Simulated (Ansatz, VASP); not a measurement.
One calculation of MgAu, two programs

```
Mg Au
1.0
     3.24810    0.00000    0.00000
     0.00000    3.24810    0.00000
     0.00000    0.00000    3.24810
Mg Au
1 1
Direct
  0.50000 0.50000 0.50000
  0.00000 0.00000 0.00000
```

Change from the starting cell: volume scaled by 0.99, crystal datasets.

Alike in both runs: task electric field gradients; functional LDA; k mesh 13 × 13 × 13; occupations fermi-dirac, width 0.05 eV; no spin polarisation.

|  | VASP | Ansatz |
| --- | --- | --- |
| version | VASP 6.6.1 | Ansatz 0.2.0 |
| potentials or method | VASP PAW LDA potentials, release 64 (Mg, Au), cutoff 520 eV | all-electron PAW with datasets made for the crystal, scalar-relativistic |

|  | VASP | Ansatz | Ansatz less VASP |
| --- | --- | --- | --- |
| pressure (GPa) | -3.0 | -2.6 | +0.40 |

LDA's correlation is that of Perdew and Zunger in VASP and of Perdew and Wang (1992) in Ansatz. Ansatz ran all-electron here, and VASP with PAW potentials.

Spin-orbit coupling is off throughout.
